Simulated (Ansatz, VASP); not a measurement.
AlRu: VASP beside Ansatz

```
CELL_PARAMETERS angstrom
2.98190 0.00000 0.00000
0.00000 2.98190 0.00000
0.00000 0.00000 2.98190
ATOMIC_POSITIONS crystal
Al 0.00000 0.00000 0.00000
Ru 0.50000 0.50000 0.50000
```

Alike in both runs: functional r2SCAN; k mesh 12 × 12 × 12; occupations fermi-dirac, width 0.05 eV; no spin polarisation.

Ansatz relaxed the structure, and its values are those at the end. VASP's run is a single point on that final structure, the one shown.

```csv
,VASP,Ansatz
version,VASP 6.6.1,Ansatz 0.2.0
potentials or method,"VASP PAW PBE potentials, release 64 (Al, Ru_pv)","PAW with Ansatz's default frozen-core files, scalar-relativistic"
plane-wave cutoff (eV),520,500
valence electrons in the cell,17,19
```

|  | VASP | Ansatz | Ansatz less VASP |
| --- | --- | --- | --- |
| pressure (GPa) | 0.1 | 0.0 | -0.14 |

VASP's potentials were made for PBE, not for r2SCAN. VASP's potentials hold 17 valence electrons a cell and Ansatz's 19, so a difference there can come from the potentials and not from the codes.
